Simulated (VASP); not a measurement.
# Mo (Im-3m) in VASP: notebook

Mo is run at these levels: r2SCAN; tasks: single point.

Everything below comes from runs of VASP 6.6.1. Logs are shortened: lines on timing, memory, paths and dates and some standing lists are left out, and cuts for length are marked.

## 1. The cell of the first run

Symmetry: Im-3m, No. 229, cubic system. Conventional cell: a = 3.019 Å, b = 3.019 Å, c = 3.019 Å, α = 90.00°, β = 90.00°, γ = 90.00°. Mo (site symmetry m-3m) has 14 Mo at 2.61 to 3.02 Å within 3.4 Å.

## 2. Single point, r2SCAN (13.76 Å³/atom)

Input file POSCAR:

```
Mo
1.0
   -1.5095233910      1.5095233910      1.5095233910
    1.5095233910     -1.5095233910      1.5095233910
    1.5095233910      1.5095233910     -1.5095233910
Mo
1
Direct
    0.0000000000      0.0000000000      0.0000000000
```

Input file INCAR.step1:

```
SYSTEM = Mo
PREC = Accurate
ENCUT = 520
ISMEAR = 0
SIGMA = 0.1
LREAL = .FALSE.
LASPH = .TRUE.
NELM = 100
NBANDS = 13
GGA = PE
ALGO = Normal
EDIFF = 1E-4
LWAVE = .TRUE.
LCHARG = .FALSE.
```

Input file INCAR.step2:

```
SYSTEM = Mo
PREC = Accurate
ENCUT = 520
EDIFF = 1E-6
ISMEAR = 0
SIGMA = 0.1
LREAL = .FALSE.
LASPH = .TRUE.
NELM = 100
ALGO = Normal
ISIF = 2
LWAVE = .FALSE.
LCHARG = .FALSE.
METAGGA = R2SCAN
LMIXTAU = .TRUE.
NBANDS = 13
ISTART = 1
```

Input file KPOINTS:

```
regular mesh
0
G
  18 18 18
  0 0 0
```

Potentials or basis: VASP PAW PBE potentials, release 64 (Mo_sv).

Command:

```
$ cat potpaw_PBE.64/Mo_sv/POTCAR > POTCAR
$ cp INCAR.step1 INCAR
$ mpirun -np 1 vasp_std > vasp.out
$ cp INCAR.step2 INCAR
$ mpirun -np 1 vasp_std > vasp.out
```

OUTCAR:

```text
SYSTEM = Mo
   PREC = Accurate
   ENCUT = 520
   EDIFF = 1E-6
   ISMEAR = 0
   LREAL = .FALSE.
   LASPH = .TRUE.
   NELM = 100
   ISIF = 2
   METAGGA = R2SCAN
   ISTART = 1

 ion  position               nearest neighbor table
   1  0.000  0.000  0.000-

  LATTYP: Found a body centered cubic cell.
 ALAT       =     3.0190467820

  Lattice vectors:

 A1 = (  -1.5095233910,   1.5095233910,   1.5095233910)
 A2 = (   1.5095233910,  -1.5095233910,   1.5095233910)
 A3 = (   1.5095233910,   1.5095233910,  -1.5095233910)

Analysis of symmetry for initial positions (statically):
=====================================================================
 Subroutine PRICEL returns:
 Original cell was already a primitive cell.

 Routine SETGRP: Setting up the symmetry group for a
 body centered cubic supercell.

 Subroutine GETGRP returns: Found 48 space group operations
 (whereof 48 operations were pure point group operations)
 out of a pool of 48 trial point group operations.

The static configuration has the point symmetry O_h .

Analysis of symmetry for dynamics (positions and initial velocities):
=====================================================================
 Subroutine PRICEL returns:
 Original cell was already a primitive cell.

 Routine SETGRP: Setting up the symmetry group for a
 body centered cubic supercell.

 Subroutine GETGRP returns: Found 48 space group operations
 (whereof 48 operations were pure point group operations)
 out of a pool of 48 trial point group operations.

The dynamic configuration has the point symmetry O_h .

 Subroutine INISYM returns: Found 48 space group operations
 (whereof 48 operations are pure point group operations),
 and found     1 'primitive' translations

----------------------------------------------------------------------------------------

                                     Primitive cell

  volume of cell :      13.7588

  direct lattice vectors                    reciprocal lattice vectors
    -1.509523391  1.509523391  1.509523391     0.000000000  0.331230376  0.331230376
     1.509523391 -1.509523391  1.509523391     0.331230376  0.000000000  0.331230376
     1.509523391  1.509523391 -1.509523391     0.331230376  0.331230376  0.000000000

  length of vectors
     2.614571208  2.614571208  2.614571208     0.468430490  0.468430490  0.468430490

  position of ions in fractional coordinates (direct lattice)
     0.000000000  0.000000000  0.000000000

  ion indices of the primitive-cell ions
   primitive index   ion index
                 1           1

----------------------------------------------------------------------------------------

 KPOINTS: regular mesh

Automatic generation of k-mesh.
 Grid dimensions read from file:
 generate k-points for:   18   18   18

 Generating k-lattice:

  Cartesian coordinates                     Fractional coordinates (reciprocal lattice)
     0.000000000  0.018401688  0.018401688     0.055555556  0.000000000  0.000000000
     0.018401688  0.000000000  0.018401688     0.000000000  0.055555556  0.000000000
     0.018401688  0.018401688  0.000000000     0.000000000  0.000000000  0.055555556

  Length of vectors
     0.026023916  0.026023916  0.026023916

  Shift w.r.t. Gamma in fractional coordinates (k-lattice)
     0.000000000  0.000000000  0.000000000

 Subroutine IBZKPT returns following result:
 ===========================================

 Found    195 irreducible k-points:

 Following reciprocal coordinates:
            Coordinates               Weight
  0.000000  0.000000  0.000000      1.000000
  0.055556  0.000000  0.000000     12.000000
  0.111111  0.000000  0.000000     12.000000
  0.166667  0.000000  0.000000     12.000000
  0.222222  0.000000  0.000000     12.000000
  0.277778  0.000000  0.000000     12.000000
[... 16 lines left out ...]
  0.333333  0.111111  0.000000     48.000000
  0.388889  0.111111  0.000000     48.000000
 [... further k-points ...]
   k-points           NKPTS =    195   k-points in BZ     NKDIM =    195   number of bands    NBANDS=     13
   number of dos      NEDOS =    301   number of ions     NIONS =      1
   total plane-waves  NPLWV =   8000
   dimension x,y,z NGX =    20 NGY =   20 NGZ =   20
   dimension x,y,z NGXF=    40 NGYF=   40 NGZF=   40
   ions per type =               1
   NGX,Y,Z   is equivalent  to a cutoff of  12.72, 12.72, 12.72 a.u.
   NGXF,Y,Z  is equivalent  to a cutoff of  25.43, 25.43, 25.43 a.u.
 SYSTEM =  Mo
   PREC   = accura    normal or accurate (medium, high low for compatibility)
   ISTART =      1    job   : 0-new  1-cont  2-samecut
   ICHARG =      0    charge: 1-file 2-atom 10-const
   ISPIN  =      1    spin polarized calculation?
   LNONCOLLINEAR =      F non collinear calculations
   LSORBIT =      F    spin-orbit coupling
   LASPH  =      T    aspherical Exc in radial PAW
   ENCUT  =  520.0 eV  38.22 Ry    6.18 a.u.   4.86  4.86  4.86*2*pi/ulx,y,z
   NELM   =    100;   NELMIN=  2; NELMDL=  0     # of ELM steps
   EDIFF  = 0.1E-05   stopping-criterion for ELM
   LREAL  =      F    real-space projection
   EDIFFG = 0.1E-04   stopping-criterion for IOM
   NSW    =      0    number of steps for IOM
   IBRION =     -1    ionic relax: 0-MD 1-quasi-New 2-CG
   NFREE  =      0    steps in history (QN), initial steepest desc. (CG)
   ISIF   =      2    stress and relaxation
   ISYM   =      2    0-nonsym 1-usesym 2-fastsym
   POTIM  = 0.5000    time-step for ionic-motion
   TEBEG  =    0.0;   TEEND  =   0.0 temperature during run
   PSTRESS=    0.0 pullay stress
   NELECT =      14.0000    total number of electrons
   NUPDOWN=      -1.0000    fix difference up-down
   EMIN   =  10.00;   EMAX   =-10.00  energy-range for DOS
   EFERMI =   0.00;   METHOD = LEGACY
   ISMEAR =     0;   SIGMA  =   0.10  broadening in eV -4-tet -1-fermi 0-gaus
   EFERMI_NEDOS =   21; number of points for ismear=-14 and -15
   IALGO  =     38    algorithm
   IMIX   =      4    mixing-type and parameters
     AMIX     =   0.40;   BMIX     =  1.00
     AMIX_MAG =   1.60;   BMIX_MAG =  1.00
  volume/ion in A,a.u.               =      13.76        92.85
  Fermi-wavevector in a.u.,A,eV,Ry     =   1.646611  3.111644 36.889852  2.711328
  Thomas-Fermi vector in A             =   2.736210
   LORBIT       =      0    0 simple, 1 ext, 2 COOP (PROOUT), +10 PAW based schemes
   METAGGA = R2SCAN    functional components
   LHFCALC =     F    Hartree Fock is set to
   AEXX    =    0.0000 exact exchange contribution
   IVDW    =     0    specifies the selected vdW correction
   LEPSILON=     F    determine dielectric tensor
   LRPA    =     F    only Hartree local field effects (RPA)
 non-spin polarized calculation
 Gauss-broadening in eV      SIGMA  =   0.10
  energy-cutoff  :      520.00
  volume of cell :       13.76
 maximum number of plane-waves:       384
   NGX =  9   NGY =  9   NGZ =  9

 number of electron      14.0000004 magnetization

 Free energy of the ion-electron system (eV)
  ---------------------------------------------------
  ext. energy  EPLUGINS =         0.00000000
  ---------------------------------------------------
  free energy    TOTEN  =       -25.82131853 eV

  energy without entropy =      -25.81973224  energy(sigma->0) =      -25.82052538

 E-fermi :  14.7731     XC(G=0): -15.4663

 val. band max:       14.7211640838   @ k =  -0.3889   0.4444   0.2778
 cond. band min:      14.7911060322   @ k =  -0.3333   0.3889   0.2778
 fundamental gap:      0.0699419484
 Fermi energy:        14.7730818285

 k-point     1 :       0.0000    0.0000    0.0000
  band No.  band energies     occupation
      1     -48.5794      2.00000
      2     -20.6618      2.00000
      3     -20.6618      2.00000
      4     -20.6618      2.00000
      5       6.7207      2.00000
      6      13.0219      2.00000
      7      13.0219      2.00000
      8      13.0219      2.00000
      9      16.8466      0.00000
     10      16.8466      0.00000
     11      30.3659      0.00000
     12      30.3659      0.00000
     13      30.3659      0.00000

 k-point     2 :       0.0556    0.0000    0.0000
  band No.  band energies     occupation
      1     -48.5654      2.00000
      2     -20.7351      2.00000
      3     -20.6836      2.00000
      4     -20.6626      2.00000
      5       6.8881      2.00000
      6      12.9210      2.00000
      7      13.0042      2.00000
      8      13.1810      2.00000
      9      16.6856      0.00000
     10      16.8456      0.00000
     11      30.5038      0.00000
     12      30.6484      0.00000
     13      30.7494      0.00000

 k-point     3 :       0.1111    0.0000    0.0000
  band No.  band energies     occupation
      1     -48.5250      2.00000
      2     -20.9434      2.00000
      3     -20.7460      2.00000
      4     -20.6649      2.00000
      5       7.3589      2.00000
      6      12.6425      2.00000
      7      12.9314      2.00000
      8      13.6516      2.00000
      9      16.3398      0.00000
     10      16.8512      0.00000
     11      30.8493      0.00000
     12      31.4696      0.00000
     13      31.7243      0.00000
[... 305 lines left out ...]
 k-point    23 :       0.3333    0.1111    0.0000
  band No.  band energies     occupation
      1     -48.1381      2.00000
      2     -22.5916      2.00000
      3     -21.3465      2.00000
      4     -20.7808      2.00000
      5       9.0141      2.00000
      6      10.8246      2.00000
      7      14.2264      2.00000
      8      16.5670      0.00000
      9      17.8991      0.00000
     10      20.3341      0.00000
     11      28.9536      0.00000
     12      30.4077      0.00000
     13      35.5981      0.00000

 k-point    24 :       0.3889    0.1111    0.0000
  band No.  band energies     occupation
      1     -48.0973      2.00000
      2     -22.7442      2.00000
      3     -21.4176      2.00000
      4     -20.7848      2.00000
      5       8.8034      2.00000
      6      10.6693      2.00000
      7      14.9631      0.00721
      8      16.7367      0.00000
      9      18.2190      0.00000
     10      21.3970      0.00000
     11      28.3909      0.00000
     12      29.2923      0.00000
     13      34.5057      0.00000

 [... further k-points ...]

------------------------ aborting loop because EDIFF is reached ----------------------------------------

  FORCE on cell =-STRESS in cart. coord.  units (eV):
  Direction    XX          YY          ZZ          XY          YZ          ZX
  --------------------------------------------------------------------------------------
  -------------------------------------------------------------------------------------
  Total        4.0799178      4.0799178      4.0799178      0.0000000      0.0000000      0.0000000
  in kB      475.0971868    475.0971868    475.0971868      0.0000000      0.0000000      0.0000000
  external PRESSURE =     475.0971868 kB  Pullay stress =       0.0000000 kB

 VOLUME and BASIS-vectors are now :
 -----------------------------------------------------------------------------
  energy-cutoff  :      520.00
  volume of cell :       13.76
      direct lattice vectors                 reciprocal lattice vectors
    -1.509523391  1.509523391  1.509523391     0.000000000  0.331230376  0.331230376
     1.509523391 -1.509523391  1.509523391     0.331230376  0.000000000  0.331230376
     1.509523391  1.509523391 -1.509523391     0.331230376  0.331230376  0.000000000

 POSITION                                       TOTAL-FORCE (eV/Angst)
 -----------------------------------------------------------------------------------
      0.00000      0.00000      0.00000        -0.000000      0.000000     -0.000000
 -----------------------------------------------------------------------------------
    total drift:                                0.000000     -0.000000      0.000000

  FREE ENERGIE OF THE ION-ELECTRON SYSTEM (eV)
  ---------------------------------------------------
  free  energy   TOTEN  =       -25.8213185269 eV

  energy  without entropy=      -25.8197322426  energy(sigma->0) =      -25.82052538
```

It took 62 s on 1 thread of Intel Xeon 6975P-C (Granite Rapids), shared host; peak memory 0.15 GiB.

What came out:

| Item | Value |
| --- | --- |
| Free energy | -25.8213 eV |
| Pressure | 47.5 GPa |
| Band gap on the k mesh | zero (bands 7 and 8 overlap by 6.64 eV) |

Caveat: the cell stands under pressure; the PAW data sets were made with another functional, which shifts forces and pressure a little.

## 3. Single point, r2SCAN (14.23 Å³/atom)

This run uses another cell than the first one, of 14.23 Å³/atom.

Input file POSCAR:

```
Mo
1.0
   -1.5264857478      1.5264857478      1.5264857478
    1.5264857478     -1.5264857478      1.5264857478
    1.5264857478      1.5264857478     -1.5264857478
Mo
1
Direct
    0.0000000000      0.0000000000      0.0000000000
```

Input file INCAR.step1:

```
SYSTEM = Mo
PREC     = Accurate       ! precision mode
ENCUT    = 520            ! plane-wave cutoff, eV
ISMEAR   = 0              ! smearing method
SIGMA    = 0.1            ! smearing width, eV
LREAL    = .False.        ! projectors in reciprocal space
LASPH    = .True.         ! aspherical terms in the spheres
NELM     = 80             ! most SCF steps
NBANDS   = 13             ! bands
GGA      = PE             ! functional
ALGO     = Normal         ! electronic algorithm
EDIFF    = 1E-4           ! SCF threshold, eV
LWAVE    = .True.         ! write WAVECAR
LCHARG   = .False.        ! write CHGCAR
```

Input file INCAR.step2:

```
SYSTEM = Mo
PREC     = Accurate       ! precision mode
ENCUT    = 520            ! plane-wave cutoff, eV
EDIFF    = 1E-6           ! SCF threshold, eV
ISMEAR   = 0              ! smearing method
SIGMA    = 0.1            ! smearing width, eV
LREAL    = .False.        ! projectors in reciprocal space
LASPH    = .True.         ! aspherical terms in the spheres
NELM     = 80             ! most SCF steps
ALGO     = Normal         ! electronic algorithm
ISIF     = 2              ! what is computed and relaxed
LWAVE    = .False.        ! write WAVECAR
LCHARG   = .False.        ! write CHGCAR
METAGGA  = R2SCAN         ! meta-GGA
LMIXTAU  = .True.       
NBANDS   = 13             ! bands
ISTART   = 1
```

Input file KPOINTS:

```
regular mesh
0
Gamma
  18 18 18
  0 0 0
```

Potentials or basis: VASP PAW PBE potentials, release 64 (Mo_sv).

Command:

```
$ cat potpaw_PBE.64/Mo_sv/POTCAR > POTCAR
$ cp INCAR.step1 INCAR
$ mpirun -np 1 vasp_std > vasp.out
$ cp INCAR.step2 INCAR
$ mpirun -np 1 vasp_std > vasp.out
```

Wall time 62 s (1 thread of Intel Xeon 6975P-C (Granite Rapids), shared host); peak memory 0.15 GiB.

Results (log left out):

| Quantity | Value |
| --- | --- |
| Free energy | -25.9387 eV |
| Pressure | 33.0 GPa |
| Band gap on the k mesh | zero (bands 7 and 8 overlap by 6.34 eV) |

Levels at points of the mesh, in eV from the Fermi level:
| k point | band 3 | band 4 | band 5 | band 6 | band 7 | band 8 | band 9 | band 10 | band 11 | band 12 |
| --- | --- | --- | --- | --- | --- | --- | --- | --- | --- | --- |
| (0.00, 0.00, 0.00) | -35.51 | -35.51 | -7.97 | -1.66 | -1.66 | -1.66 | 2.03 | 2.03 | 15.57 | 15.57 |
| (0.50, 0.00, 0.00) | -36.13 | -35.53 | -6.25 | -4.12 | 1.99 | 2.08 | 2.86 | 5.61 | 12.65 | 13.80 |
| (0.50, 0.50, 0.50) | -36.87 | -36.87 | -6.51 | -6.51 | 4.68 | 4.68 | 4.68 | 10.26 | 10.26 | 10.26 |

Caveat: the cell stands under pressure; the PAW data sets were made with another functional, which shifts forces and pressure a little.
